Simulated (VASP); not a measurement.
# Si32HC32 (a cell with a defect) in VASP: single point with PBEsol

Aim: the single point of Si32HC32 (a cell with a defect) with PBEsol.

Program: VASP 6.6.1. These are calculated values, not measurements. Logs are shortened: lines on timing, memory, paths and dates and some standing lists are left out, and cuts for length are marked.

### Step 1. The cell of the first run

The cell holds a defect, 65 atoms: a = 8.714 Å, b = 8.714 Å, c = 8.714 Å, α = 90.00°, β = 90.00°, γ = 90.00°.

### Step 2. Single point, PBEsol, collinear spin

File INCAR:

```
SYSTEM = Si32HC32
PREC = Accurate ; ENCUT = 520
EDIFF = 1E-7 ; ISMEAR = -1
SIGMA = 0.05 ; LREAL = Auto
LASPH = .True. ; NELM = 150
ALGO = Normal ; ISIF = 2
LWAVE = .False. ; LCHARG = .False.
ISPIN = 2 ; MAGMOM = 0 0 0 0 0 0 0.091 0.091 0 0 0 0 0 0 0 0 0 0 0 0.091 0 0 0 0.091 0 0 0 0 0 0.091 0 0.091 0 0 0 0 0 0 0 0.091 0 0.091 0 0 0 0 0 0 0 0 0 0.091 0 0 0 0 0 0 0 0 0 0.091 0 0 0.091
LORBIT = 11 ; GGA = PS
NBANDS = 170 ; ISYM = 0
```

File KPOINTS:

```
Automatic mesh
0
Gamma
  1 1 1
  0.25 0.25 0.25
```

File POSCAR:

```
Si32HC32
1.0
    8.7137060000      0.0000000000      0.0000000000
    0.0000000000      8.7137060000      0.0000000000
    0.0000000000      0.0000000000      8.7137060000
Si C H
32 32 1
Direct
    0.9985890000      0.9976760000      0.9975370000
    0.9985150000      0.9976110000      0.4974560000
    0.9991900000      0.4971390000      0.9979230000
    0.9986210000      0.4973810000      0.4974350000
    0.4980420000      0.9982910000      0.9979200000
    0.4983350000      0.9977030000      0.4974480000
    0.4983190000      0.4973840000      0.9977420000
    0.4980630000      0.4971490000      0.4968760000
    0.2483230000      0.2474320000      0.9976860000
    0.2483050000      0.2474250000      0.4974600000
    0.2476880000      0.7479140000      0.9979410000
    0.2483340000      0.7476320000      0.4974910000
    0.7487610000      0.2468380000      0.9979140000
    0.7485280000      0.2474290000      0.4974860000
    0.7485060000      0.7476740000      0.9977220000
    0.7487830000      0.7479110000      0.4968360000
    0.2483000000      0.9976100000      0.2476650000
    0.2482870000      0.9976980000      0.7474860000
    0.2482730000      0.4973940000      0.2477780000
    0.2477180000      0.4971610000      0.7472240000
    0.7483760000      0.9976830000      0.2477480000
    0.7487530000      0.9982940000      0.7472070000
    0.7487540000      0.4971540000      0.2483330000
    0.7485400000      0.4973440000      0.7474740000
    0.9985200000      0.2474150000      0.2476750000
    0.9986040000      0.2473940000      0.7474590000
    0.9985790000      0.7475090000      0.2477280000
    0.9992070000      0.7478790000      0.7472060000
    0.4983120000      0.2474000000      0.2477670000
    0.4980860000      0.2468550000      0.7472340000
    0.4980560000      0.7478850000      0.2483440000
    0.4982930000      0.7477200000      0.7474810000
    0.1236580000      0.1227030000      0.1228780000
    0.1236810000      0.1227220000      0.6226780000
    0.1236650000      0.6227310000      0.1232090000
    0.1236990000      0.6227640000      0.6224190000
    0.6236700000      0.1227110000      0.1232180000
    0.6237420000      0.1227300000      0.6224120000
    0.6236110000      0.6226650000      0.1256100000
    0.6236860000      0.6227290000      0.6202340000
    0.3733430000      0.3723930000      0.1232440000
    0.3735530000      0.3725850000      0.6226700000
    0.3735610000      0.8727640000      0.1228540000
    0.3733610000      0.8731420000      0.6225060000
    0.8737260000      0.3726100000      0.1228460000
    0.8740980000      0.3723730000      0.6224780000
    0.8740400000      0.8731010000      0.1231890000
    0.8737380000      0.8727650000      0.6226880000
    0.3735490000      0.1227290000      0.3728140000
    0.3732850000      0.1227260000      0.8728710000
    0.3732870000      0.6227700000      0.3728210000
    0.3711020000      0.6227530000      0.8728340000
    0.8737390000      0.1227020000      0.3727940000
    0.8740840000      0.1227060000      0.8728010000
    0.8740900000      0.6227280000      0.3727830000
    0.8764770000      0.6226420000      0.8727580000
    0.1236820000      0.3725800000      0.3728080000
    0.1236870000      0.3723300000      0.8728580000
    0.1236570000      0.8727970000      0.3727880000
    0.1236760000      0.8731260000      0.8728190000
    0.6237280000      0.3723250000      0.3728190000
    0.6236920000      0.3701650000      0.8728200000
    0.6236860000      0.8731400000      0.3727940000
    0.6235940000      0.8755430000      0.8727590000
    0.6242820000      0.6233260000      0.8736980000
```

Potentials or basis: VASP PAW PBE potentials, release 64 (Si, C, H).

Launch:

```sh
$ cat potpaw_PBE.64/Si/POTCAR potpaw_PBE.64/C/POTCAR potpaw_PBE.64/H/POTCAR > POTCAR
$ mpirun -np 1 vasp_std > vasp.out
```

OUTCAR:

```text
SYSTEM = Si32HC32
   PREC = Accurate
   ENCUT = 520
   EDIFF = 1E-7
   ISMEAR = -1
   LREAL = Auto
   LASPH = .True.
   NELM = 150
   ISIF = 2
   ISPIN = 2
   LORBIT = 11
   GGA = PS
   ISYM = 0

 ion  position               nearest neighbor table
   1  0.999  0.998  0.998-  54 1.88  60 1.88  47 1.89  33 1.89  11 3.07  13 3.07   9 3.08  18 3.08
                            26 3.08  17 3.08  25 3.08  15 3.08  28 3.08  22 3.08  27 3.08  21 3.08
   2  0.999  0.998  0.497-  53 1.88  59 1.88  48 1.89  34 1.89  16 3.08  28 3.08  22 3.08  17 3.08
                            25 3.08  10 3.08  26 3.08  12 3.08  18 3.08  14 3.08  27 3.08  21 3.08
   3  0.999  0.497  0.998-  56 1.88  58 1.88  45 1.89  35 1.89   9 3.07  19 3.07  20 3.08  11 3.08
                            25 3.08  27 3.08  26 3.08  13 3.09  23 3.09  24 3.09  15 3.09  28 3.09
   4  0.999  0.497  0.497-  57 1.88  55 1.88  46 1.88  36 1.89  20 3.07  23 3.07  19 3.08  10 3.08
                            25 3.08  27 3.08  12 3.08  26 3.08  14 3.08  24 3.08  28 3.08  16 3.08
   5  0.498  0.998  0.998-  64 1.88  50 1.88  43 1.89  37 1.89   9 3.07  29 3.07  30 3.08  13 3.08
                            17 3.08  21 3.08  18 3.08  11 3.09  31 3.09  32 3.09  15 3.09  22 3.09
   6  0.498  0.998  0.497-  49 1.88  63 1.88  44 1.88  38 1.89  31 3.07  30 3.07  29 3.08  21 3.08
                            10 3.08  17 3.08  14 3.08  32 3.08  12 3.08  18 3.08  22 3.08  16 3.08
   7  0.498  0.497  0.998-  41 1.89  65 1.89  52 1.90  62 1.90  39 1.90   9 3.08  29 3.08  19 3.08
                            15 3.08  24 3.08  32 3.08  13 3.09  23 3.09  30 3.09  31 3.09  20 3.09
   8  0.498  0.497  0.497-  51 1.88  61 1.88  40 1.88  42 1.89  29 3.07  19 3.07  23 3.08  31 3.08
                            10 3.08  14 3.08  12 3.08  30 3.08  20 3.09  24 3.09  32 3.09  16 3.09
   9  0.248  0.247  0.998-  58 1.88  50 1.88  33 1.88  41 1.89   3 3.07   5 3.07   1 3.08  25 3.08
[... 78 lines left out ...]
  64  0.624  0.876  0.873-   5 1.88  22 1.88  15 1.90  32 1.90
  65  0.624  0.623  0.874-  15 1.87   7 1.89  24 1.89  32 1.89

IMPORTANT INFORMATION: All symmetrisations will be switched off!
NOSYMM: (Re-)initialisation of all symmetry stuff for point group C_1.

----------------------------------------------------------------------------------------

                                     Primitive cell

  volume of cell :     661.6201

  direct lattice vectors                    reciprocal lattice vectors
     8.713706000  0.000000000  0.000000000     0.114761733  0.000000000  0.000000000
     0.000000000  8.713706000  0.000000000     0.000000000  0.114761733  0.000000000
     0.000000000  0.000000000  8.713706000     0.000000000  0.000000000  0.114761733

  length of vectors
     8.713706000  8.713706000  8.713706000     0.114761733  0.114761733  0.114761733

  position of ions in fractional coordinates (direct lattice)
     0.998589000  0.997676000  0.997537000
     0.998515000  0.997611000  0.497456000
     0.999190000  0.497139000  0.997923000
     0.998621000  0.497381000  0.497435000
     0.498042000  0.998291000  0.997920000
     0.498335000  0.997703000  0.497448000
[... 57 lines left out ...]
     0.623594000  0.875543000  0.872759000
     0.624282000  0.623326000  0.873698000

  ion indices of the primitive-cell ions
   primitive index   ion index
[... 175 lines left out ...]
      1      -7.1017      1.00000
      2      -6.3684      1.00000
      3      -6.2521      1.00000
      4      -6.2519      1.00000
      5      -5.5757      1.00000
      6      -5.4856      1.00000
[... 561 lines left out ...]
    139      12.3124      0.00000
    140      12.3147      0.00000
 Fermi energy:         8.3167910499

 spin component 2

 k-point     1 :       0.2500    0.2500    0.2500
  band No.  band energies     occupation
      1      -7.0705      1.00000
      2      -6.3139      1.00000
      3      -6.2391      1.00000
      4      -6.2389      1.00000
      5      -5.5332      1.00000
      6      -5.4726      1.00000
[... 561 lines left out ...]
    139      12.3267      0.00000
    140      12.3282      0.00000
 [bands above 140 left out]

------------------------ aborting loop because EDIFF is reached ----------------------------------------

  FORCE on cell =-STRESS in cart. coord.  units (eV):
  Direction    XX          YY          ZZ          XY          YZ          ZX
  --------------------------------------------------------------------------------------
  -------------------------------------------------------------------------------------
  Total        4.0782311      4.0940696      4.0850876     -0.5348672     -0.5869664     -0.4434118
  in kB        9.8758324      9.9141867      9.8924359     -1.2952329     -1.4213961     -1.0737647
  external PRESSURE =       9.8941517 kB  Pullay stress =       0.0000000 kB

 VOLUME and BASIS-vectors are now :
 -----------------------------------------------------------------------------
  energy-cutoff  :      520.00
  volume of cell :      661.62
      direct lattice vectors                 reciprocal lattice vectors
     8.713706000  0.000000000  0.000000000     0.114761733  0.000000000  0.000000000
     0.000000000  8.713706000  0.000000000     0.000000000  0.114761733  0.000000000
     0.000000000  0.000000000  8.713706000     0.000000000  0.000000000  0.114761733

 POSITION                                       TOTAL-FORCE (eV/Angst)
 -----------------------------------------------------------------------------------
      8.70141      8.69346      8.69224         0.031847      0.029839      0.062860
      8.70077      8.69289      4.33469         0.038498      0.031039      0.034829
      8.70665      4.33192      8.69561         0.037259      0.037497      0.046894
      8.70169      4.33403      4.33450         0.033028      0.053726      0.037561
      4.33979      8.69881      8.69558         0.040131      0.031383      0.050250
      4.34234      8.69369      4.33462         0.048871      0.032233      0.036977
[... 57 lines left out ...]
      5.43381      7.62922      7.60497        -0.024821     -0.046666     -0.025815
      5.43981      5.43148      7.61315        -0.011782     -0.010510     -0.017392
 -----------------------------------------------------------------------------------
    total drift:                                0.072624      0.035191      0.024035

  FREE ENERGIE OF THE ION-ELECTRON SYSTEM (eV)
  ---------------------------------------------------
  free  energy   TOTEN  =      -509.9348260478 eV

  energy  without entropy=     -509.9327372732  energy(sigma->0) =     -509.93378166

 total charge

# of ion       s       p       d       tot
------------------------------------------
    1        0.709   0.975   0.000   1.684
    2        0.708   0.975   0.000   1.683
    3        0.709   0.975   0.000   1.684
    4        0.709   0.975   0.000   1.684
    5        0.709   0.975   0.000   1.684
    6        0.709   0.975   0.000   1.684
[... 57 lines left out ...]
   64        0.836   1.689   0.000   2.525
   65        0.498   0.025   0.000   0.523
--------------------------------------------------
tot         49.849  85.533   0.000 135.383

 magnetization (x)

# of ion       s       p       d       tot
------------------------------------------
    1        0.000   0.001   0.000   0.001
    2        0.000   0.000   0.000   0.000
    3        0.000   0.002   0.000   0.003
    4        0.000   0.001   0.000   0.001
    5        0.000   0.002   0.000   0.003
    6        0.000   0.001   0.000   0.001
[... 57 lines left out ...]
   64        0.003   0.023   0.000   0.026
   65        0.199   0.002   0.000   0.201
--------------------------------------------------
tot          0.260   0.239   0.000   0.499
```

It took 42 min on 1 thread of Oxide Virtual Turin-like, shared host; peak memory 1.2 GiB.

What came out:

| Quantity | Value |
| --- | --- |
| Free energy | -509.9348 eV |
| Pressure | 1.0 GPa |
| Largest force | 0.079 eV/Å |
| Band gap on the k mesh | 0.60 eV |
| Net moment | 0.99 μB per cell |
| Site moments | Si +0.00; C +0.00, +0.03, +0.01 (each value once); H +0.20 μB |
| Valence electrons inside the program's atomic spheres | Si 1.68, 1.67 (each value once); C 2.53, 2.54, 2.52 (each value once); H 0.52 |

Forces in eV/Å, atoms in the order of the input:
```
Si   0.032  0.030  0.063
Si   0.038  0.031  0.035
Si   0.037  0.037  0.047
Si   0.033  0.054  0.038
Si   0.040  0.031  0.050
Si   0.049  0.032  0.037
Si   0.032  0.039  0.034
Si   0.050  0.045  0.037
Si   0.033  0.023  0.042
Si   0.040  0.022  0.039
Si   0.040  0.018  0.036
Si   0.033  0.034  0.031
Si   0.041  0.018  0.039
Si   0.045  0.022  0.029
Si   0.053  0.032  0.037
Si   0.037  0.018  0.041
Si   0.038  0.033  0.036
Si   0.040  0.035  0.047
Si   0.041  0.055  0.031
Si   0.042  0.043  0.044
Si   0.066  0.032  0.029
Si   0.053  0.027  0.037
Si   0.054  0.031  0.038
Si   0.045  0.051  0.030
Si   0.035  0.023  0.032
Si   0.041  0.026  0.052
Si   0.038  0.049  0.032
Si   0.031  0.033  0.038
Si   0.054  0.026  0.035
Si   0.042  0.019  0.039
Si   0.036  0.036  0.034
Si   0.046  0.016  0.034
C   -0.030 -0.024 -0.037
C   -0.037 -0.031 -0.034
C   -0.027 -0.040 -0.033
C   -0.032 -0.046 -0.041
C   -0.044 -0.018 -0.037
C   -0.052 -0.023 -0.038
C   -0.025 -0.015 -0.033
C   -0.039 -0.032 -0.045
C   -0.046 -0.036 -0.045
C   -0.036 -0.026 -0.028
C   -0.032 -0.026 -0.030
C   -0.048 -0.037 -0.049
C   -0.036 -0.025 -0.031
C   -0.051 -0.034 -0.041
C   -0.040 -0.033 -0.039
C   -0.039 -0.026 -0.027
C   -0.040 -0.036 -0.040
C   -0.044 -0.021 -0.054
C   -0.045 -0.044 -0.034
C   -0.051 -0.039 -0.038
C   -0.042 -0.027 -0.035
C   -0.045 -0.022 -0.049
C   -0.045 -0.044 -0.030
C   -0.064 -0.011 -0.030
C   -0.043 -0.030 -0.039
C   -0.033 -0.036 -0.051
C   -0.037 -0.035 -0.033
C   -0.037 -0.031 -0.050
C   -0.052 -0.035 -0.033
C   -0.051 -0.045 -0.041
C   -0.055 -0.034 -0.032
C   -0.025 -0.047 -0.026
H   -0.012 -0.011 -0.017
```

Stress tensor (GPa, compression positive):
```
 0.99 -0.13 -0.11
-0.13  0.99 -0.14
-0.11 -0.14  0.99
```

Caveat: the PAW data sets were made with another functional, which shifts forces and pressure a little.
